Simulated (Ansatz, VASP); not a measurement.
One calculation of ScAlN2, two programs

```
Sc Al N
1.0
     2.74269   -3.03053    0.00000
     2.74269    3.03053    0.00000
     0.00000    0.00000    4.27357
Sc Al N
1 1 2
Direct
  0.50000 0.50000 0.50000
  0.00000 0.00000 0.50000
  0.38746 0.38746 0.00000
  0.61254 0.61254 0.00000
```

Alike in both runs: functional PBE; k mesh 12 × 12 × 12; occupations gaussian, width 0.1 eV; no spin polarisation.

Ansatz relaxed the structure, and its values are those at the end. VASP's run is a single point on that final structure, the one shown.

```csv
,VASP,Ansatz
version,VASP 6.6.1,Ansatz 0.2.0
potentials or method,"VASP PAW PBE potentials, release 64 (Sc_sv, Al, N), cutoff 520 eV","scalar-relativistic, plane waves, PAW"
valence electrons in the cell,24,24
```

VASP gave:

```
gap on the k mesh at the Fermi level (eV) : none
pressure (GPa)                            : 0.4
rms of the force components (eV/Å)        : 0.128
```

What did Ansatz give for the same quantities?

gap on the k mesh at the Fermi level (eV): none; pressure (GPa): 0.0; rms of the force components (eV/Å): 0.001.

A gap of «none» marks a metal or a gap that the smearing closes. One of these differences is far larger than is usual between the two programs; its cause wasn't traced.

Noted on VASP's run: the standard files for N, O and F lose accuracy on very short bonds.
